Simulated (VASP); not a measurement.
Input of a VASP 6.6.1 run:

The input INCAR:

```
  ALGO = Normal
  EDIFF = 1E-7
  ENCUT = 520
  ISIF = 2
  ISMEAR = -1
  ISPIN = 2
  LASPH = T
  LCHARG = F
  LMAXMIX = 4
  LORBIT = 11
  LREAL = F
  LWAVE = F
  MAGMOM = 1.7 1.7
  NBANDS = 20
  NELM = 150
  PREC = Accurate
  SIGMA = 0.08
```

File KPOINTS:

```
k-points
0
Gamma
  19 19 11
```

File POSCAR:

```
Co
1.0
    2.3279663316      0.0000000000      0.0000000000
   -1.1639831658      2.0160779823      0.0000000000
    0.0000000000      0.0000000000      3.7518135817
Co
2
Direct
    0.3333333333      0.6666666667      0.2500000000
    0.6666666667      0.3333333333      0.7500000000
```

Potentials or basis: VASP PAW LDA potentials, release 64 (Co).

The run is started by

```bash
$ cat potpaw_LDA.64/Co/POTCAR > POTCAR
$ mpirun -np 1 vasp_std > vasp.out
```

Question: Estimate the band gap on the k mesh.

Answer: Zero (filled and empty bands overlap).

Question: Estimate the pressure.

Answer: 39.1 GPa.

Question: Estimate the site moments.

Answer: Co +0.97 μB.

Question: What does it give for the net moment?

Answer: 1.97 μB per cell.

Stress tensor (GPa, compression positive):
```
39.22  0.00  0.00
 0.00 39.22  0.00
 0.00  0.00 38.89
```

Caveat: the cell stands under pressure.
